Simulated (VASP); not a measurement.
# In2O (antifluorite type) (Fm-3m) in VASP: further runs, part 2 of 2

VASP 6.6.1.

## (5) Single point, PBE

This run uses another cell than the first one, of 21.53 Å³/atom.

INCAR reads:

```
  ALGO = Normal
  EDIFF = 1E-6
  ENCUT = 520
  GGA = PE
  ISIF = 2
  ISMEAR = -1
  LASPH = True
  LCHARG = False
  LREAL = False
  LWAVE = False
  NBANDS = 23
  NELM = 100
  PREC = Accurate
  SIGMA = 0.06122561905347299
```

KPOINTS reads:

```
k-points
0
Gamma
  10 10 10
```

POSCAR reads:

```
In2O
1.0
    0.0000000000      3.1843479789      3.1843479789
    3.1843479789      0.0000000000      3.1843479789
    3.1843479789      3.1843479789      0.0000000000
In O
2 1
Direct
    0.2500000000      0.2500000000      0.2500000000
    0.7500000000      0.7500000000      0.7500000000
    0.0000000000      0.0000000000      0.0000000000
```

Potentials or basis: VASP PAW PBE potentials, release 64 (In_d, O).

On the command line:

```
cat potpaw_PBE.64/In_d/POTCAR potpaw_PBE.64/O/POTCAR > POTCAR
mpirun -np 1 vasp_std > vasp.out
```

OUTCAR:

```text
EDIFF = 1E-6
   ENCUT = 520
   GGA = PE
   ISIF = 2
   ISMEAR = -1
   LASPH = True
   LREAL = False
   NELM = 100
   PREC = Accurate

 ion  position               nearest neighbor table
   1  0.250  0.250  0.250-   3 2.76   3 2.76   3 2.76   3 2.76   2 3.18   2 3.18   2 3.18   2 3.18
                             2 3.18   2 3.18
   2  0.750  0.750  0.750-   3 2.76   3 2.76   3 2.76   3 2.76   1 3.18   1 3.18   1 3.18   1 3.18
                             1 3.18   1 3.18
   3  0.000  0.000  0.000-   2 2.76   2 2.76   2 2.76   1 2.76   2 2.76   1 2.76   1 2.76   1 2.76

  LATTYP: Found a face centered cubic cell.
 ALAT       =     6.3686959578
[... 813 lines left out ...]

 [... further k-points ...]
[... 5 lines left out ...]
  --------------------------------------------------------------------------------------
  -------------------------------------------------------------------------------------
  Total        0.3654728      0.3654728      0.3654728      0.0000000      0.0000000     -0.0000000
  in kB        9.0672181      9.0672181      9.0672181      0.0000000      0.0000000     -0.0000000
  external PRESSURE =       9.0672181 kB  Pullay stress =       0.0000000 kB

 VOLUME and BASIS-vectors are now :
 -----------------------------------------------------------------------------
  energy-cutoff  :      520.00
  volume of cell :       64.58
      direct lattice vectors                 reciprocal lattice vectors
     0.000000000  3.184347979  3.184347979    -0.157018015  0.157018015  0.157018015
     3.184347979  0.000000000  3.184347979     0.157018015 -0.157018015  0.157018015
     3.184347979  3.184347979  0.000000000     0.157018015  0.157018015 -0.157018015

 POSITION                                       TOTAL-FORCE (eV/Angst)
 -----------------------------------------------------------------------------------
      1.59217      1.59217      1.59217        -0.000000      0.000000     -0.000000
      4.77652      4.77652      4.77652         0.000000     -0.000000     -0.000000
      0.00000      0.00000      0.00000         0.000000      0.000000      0.000000
 -----------------------------------------------------------------------------------
    total drift:                                0.000000      0.000000      0.000000

  FREE ENERGIE OF THE ION-ELECTRON SYSTEM (eV)
  ---------------------------------------------------
  free  energy   TOTEN  =       -10.6073533404 eV

  energy  without entropy=      -10.5930569986  energy(sigma->0) =      -10.60020517
```

OSZICAR:

```text
N       E                     dE             d eps       ncg     rms          rms(c)
DAV:   1     0.277230193469E+03    0.27723E+03   -0.15283E+04  2170   0.186E+03
DAV:   2     0.186298324222E+02   -0.25860E+03   -0.24388E+03  2204   0.416E+02
DAV:   3    -0.122133342546E+02   -0.30843E+02   -0.28786E+02  2731   0.144E+02
DAV:   4    -0.134123672968E+02   -0.11990E+01   -0.11963E+01  2429   0.302E+01
DAV:   5    -0.134605702469E+02   -0.48203E-01   -0.48199E-01  3416   0.571E+00    0.988E+00
DAV:   6    -0.118351771275E+02    0.16254E+01   -0.12629E+01  3278   0.285E+01    0.103E+01
DAV:   7    -0.106811823696E+02    0.11540E+01   -0.22226E+00  3397   0.154E+01    0.236E+00
DAV:   8    -0.106561693079E+02    0.25013E-01   -0.51431E-01  2246   0.369E+00    0.110E+00
DAV:   9    -0.106172513206E+02    0.38918E-01   -0.50826E-02  3349   0.230E+00    0.928E-01
DAV:  10    -0.106081911226E+02    0.90602E-02   -0.36517E-02  3195   0.151E+00    0.281E-01
DAV:  11    -0.106073659410E+02    0.82518E-03   -0.33775E-03  2903   0.490E-01    0.138E-01
DAV:  12    -0.106076480461E+02   -0.28211E-03   -0.77873E-04  2688   0.157E-01    0.142E-01
DAV:  13    -0.106073462654E+02    0.30178E-03   -0.43761E-04  3381   0.172E-01    0.257E-02
DAV:  14    -0.106073530253E+02   -0.67600E-05   -0.69172E-05  2288   0.428E-02    0.969E-03
DAV:  15    -0.106073547630E+02   -0.17377E-05   -0.33149E-06  2852   0.112E-02    0.107E-02
DAV:  16    -0.106073534016E+02    0.13614E-05   -0.20901E-06  2217   0.840E-03    0.579E-03
DAV:  17    -0.106073533404E+02    0.61149E-07   -0.12830E-07  1270   0.234E-03
   1 F= -.10607353E+02 E0= -.10600205E+02  d E =-.142963E-01
```

stdout:

```text
POSCAR found type information on POSCAR InO
 POSCAR found :  2 types and       3 ions
 scaLAPACK will be used
 LDA part: xc-table for (Slater+PW92), standard interpolation
 POSCAR, INCAR and KPOINTS ok, starting setup
 FFT: planning ... GRIDC
 FFT: planning ... GRID_SOFT
 FFT: planning ... GRID
 WAVECAR not read
 entering main loop
```

It took 2.2 min on 1 thread of Intel Xeon 8259CL, shared host; peak memory 0.24 GiB.

Results:

| Property | Result |
| --- | --- |
| Free energy | -10.6074 eV |
| Pressure | 0.9 GPa |
| Band gap on the k mesh | zero (bands 16 and 17 overlap by 1.94 eV) |

Levels at points of the mesh, in eV from the Fermi level:
| k point | band 13 | band 14 | band 15 | band 16 | band 17 | band 18 | band 19 | band 20 |
| --- | --- | --- | --- | --- | --- | --- | --- | --- |
| (0.00, 0.00, 0.00) | -2.45 | -2.45 | -2.45 | 1.71 | 1.94 | 1.94 | 1.94 | 6.76 |
| (0.50, 0.00, 0.00) | -4.39 | -2.79 | -2.79 | -0.02 | 2.82 | 2.82 | 3.83 | 5.12 |
| (0.50, 0.50, 0.00) | -3.57 | -3.57 | -1.98 | -1.58 | 0.04 | 2.50 | 2.50 | 6.65 |

Caveat: spin-orbit coupling is left out, which moves the levels of the heavy elements.

## (6) Single point, PBE

This run uses another cell than the first one, of 21.97 Å³/atom.

INCAR reads:

```
SYSTEM = In2O
  ALGO = Normal
  EDIFF = 1E-6
  ENCUT = 520
  GGA = PE
  ISIF = 2
  ISMEAR = -1
  LASPH = .True.
  LCHARG = .False.
  LREAL = .False.
  LWAVE = .False.
  NBANDS = 23
  NELM = 60
  PREC = Accurate
  SIGMA = 0.06122561905347299
```

KPOINTS reads:

```
k-points
0
Gamma
  10 10 10
  0 0 0
```

POSCAR reads:

```
In2O
1.0
    0.0000000000      3.2058644963      3.2058644963
    3.2058644963      0.0000000000      3.2058644963
    3.2058644963      3.2058644963      0.0000000000
In O
2 1
Direct
    0.2500000000      0.2500000000      0.2500000000
    0.7500000000      0.7500000000      0.7500000000
    0.0000000000      0.0000000000      0.0000000000
```

Potentials or basis: VASP PAW PBE potentials, release 64 (In_d, O).

On the command line:

```
cat potpaw_PBE.64/In_d/POTCAR potpaw_PBE.64/O/POTCAR > POTCAR
mpirun -np 1 vasp_std > vasp.out
```

Wall time 2.2 min (1 thread of Intel Xeon 8259CL, shared host); peak memory 0.23 GiB.

It converged, with:

```yaml
Free_energy: -10.6117 eV
Pressure: 0.0 GPa
Band_gap_on_the_k_mesh: zero (bands 16 and 17 overlap by 1.79 eV)
```

Levels at points of the mesh, in eV from the Fermi level:
```
           k point  band 13  band 14  band 15  band 16  band 17  band 18  band 19  band 20
(0.00, 0.00, 0.00)    -2.37    -2.37    -2.37     1.57     1.95     1.95     1.95     6.71
(0.50, 0.00, 0.00)    -4.35    -2.70    -2.70    -0.01     2.82     2.82     3.79     5.05
(0.50, 0.50, 0.00)    -3.45    -3.45    -2.01    -1.51     0.04     2.49     2.49     6.61
```

Caveat: spin-orbit coupling is left out, which moves the levels of the heavy elements.

## (7) The runs side by side

```tsv
cell	gap on the mesh (eV)	pressure (GPa)
a = 4.473 Å, angles 60.0°, 3 atoms	none	2.0
a = 4.503 Å, angles 60.0°, 3 atoms	none	0.9
a = 4.534 Å, angles 60.0°, 3 atoms	none	0.0
```

Alike in all rows: task single point; level PBE; potentials or basis VASP PAW PBE potentials, release 64 (In_d, O); no spin polarisation; k mesh 10 × 10 × 10; cutoff (eV) 520; smearing fermi-dirac 0.0612256 eV.

Caveats: spin-orbit coupling is left out, which moves the levels of the heavy elements.

Total energies depend on the potentials used, so only differences within one code and one set of settings carry meaning.
